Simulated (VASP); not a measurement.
Here is a VASP 6.6.1 calculation.

File INCAR:

```
SYSTEM = Cu
PREC = Accurate
ENCUT = 700
EDIFF = 1E-6
ISMEAR = -1
SIGMA = 0.1
LREAL = .False.
LASPH = .True.
NELM = 120
ALGO = Normal
ISIF = 2
LWAVE = .False.
LCHARG = .False.
GGA = PS
NBANDS = 46
GGA_COMPAT = .False.
```

File KPOINTS:

```
regular mesh
0
Gamma
  12 12 3
  0 0 0
```

The input POSCAR:

```
Cu
1.0
    2.5307600000      0.0000000000      0.0000000000
   -1.2653800000      2.1917100000      0.0000000000
    0.0000000000      0.0000000000      8.2618200000
Cu
4
Direct
    0.0000000000      0.0000000000      0.0000000000
    0.3333333333      0.6666666667      0.2500000000
    0.0000000000      0.0000000000      0.5000000000
    0.6666666667      0.3333333333      0.7500000000
```

Potentials or basis: VASP PAW PBE potentials, release 64 (Cu_sv_GW).

Run with:

```bash
$ cat potpaw_PBE.64/Cu_sv_GW/POTCAR > POTCAR
$ mpirun -np 1 vasp_std > vasp.out
```

Question: Predict the pressure.

Answer: -6.7 GPa.

Question: Predict the band gap on the k mesh.

Answer: Zero (band 38 reaches 11.11 eV, above the bottom of band 39 at 6.07 eV).

Caveat: the PAW data sets were made with another functional, which shifts forces and pressure a little.
